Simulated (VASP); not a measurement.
Here is a VASP 6.6.1 calculation.

File INCAR:

```
  PREC = Accurate
  ENCUT = 520
  EDIFF = 1E-6
  ISMEAR = 0
  SIGMA = 0.15
  LREAL = False
  LASPH = True
  NELM = 60
  ALGO = Fast
  ISIF = 2
  LWAVE = False
  LCHARG = False
  GGA = CA
  NBANDS = 16
```

The input KPOINTS:

```
Automatic mesh
0
Gamma
  14 14 14
```

The input POSCAR:

```
Al2Cu
1.0
   -2.1450084207      2.1450084207      2.6933500000
    2.1450084207     -2.1450084207      2.6933500000
    2.1450084207      2.1450084207     -2.6933500000
Al Cu
2 1
Direct
    0.7500000000      0.2500000000      0.5000000000
    0.2500000000      0.7500000000      0.5000000000
    0.5000000000      0.5000000000      0.0000000000
```

Potentials or basis: VASP PAW LDA potentials, release 64 (Al, Cu).

Command:

```console
$ cat potpaw_LDA.64/Al/POTCAR potpaw_LDA.64/Cu/POTCAR > POTCAR
$ mpirun -np 1 vasp_std > vasp.out
```

(1) Predict the band gap on the k mesh.

(2) What does it give for the pressure?

Results:

(1) zero (an odd number of electrons rules out a gap without spin polarisation).

(2) -6.3 GPa.

Caveat: the stress differs along the axes, from -10 to 2 GPa.
